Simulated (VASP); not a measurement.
Wanted: the native input for a VASP 6.6.1 run.

| Item | Value |
| --- | --- |
| Task | single point |
| Functional | PBEsol |
| Potentials or basis | VASP PAW PBE potentials, release 64 (Ti_sv) |
| Cutoff | 520 eV |
| k mesh | 14 × 14 × 14 |
| Occupations | fermi-dirac, width 0.05 eV |
| Spin | no spin polarisation |
| Dipole correction | no |
| Further INCAR settings | ALGO = Normal; EDIFF = 1e-06; NBANDS = 12 |

The structure of Ti lies in POSCAR:

```
Ti
1.0
   -1.6574100000      1.6410000000      1.6410000000
    1.6410000000     -1.6574100000      1.6410000000
    1.6410000000      1.6410000000     -1.6574100000
Ti
1
Direct
    0.0000000000      0.0000000000      0.0000000000
```

This isn't the form of Ti at room conditions, which is hcp.

This cell differs from its parent crystal: equal xy, yz and zx shear strains of -1 %.

These files were run (other wordings do the same):

INCAR

```
PREC = Accurate ; ENCUT = 520
EDIFF = 1E-6 ; ISMEAR = -1
SIGMA = 0.05 ; LREAL = F
LASPH = T ; NELM = 60
ALGO = Normal ; ISIF = 2
LWAVE = F ; LCHARG = F
GGA = PS ; NBANDS = 12
```

KPOINTS

```
Automatic mesh
0
Gamma
  14 14 14
```

Potentials or basis: VASP PAW PBE potentials, release 64 (Ti_sv).

The run is started by

```console
$ cat potpaw_PBE.64/Ti_sv/POTCAR > POTCAR
$ mpirun -np 1 vasp_std > vasp.out
```

Results of the run:

The pressure is -6.8 GPa and the band gap on the k mesh is zero (bands 6 and 7 overlap by 1.58 eV).

Caveat: the cell differs from its parent crystal (equal xy, yz and zx shear strains of -1 %); the cell stands under tension; the PAW data sets were made with another functional, which shifts forces and pressure a little.

Wall time 58 s on 1 thread of Intel Xeon 8259CL, with other jobs on the host, peak memory 0.18 GiB.
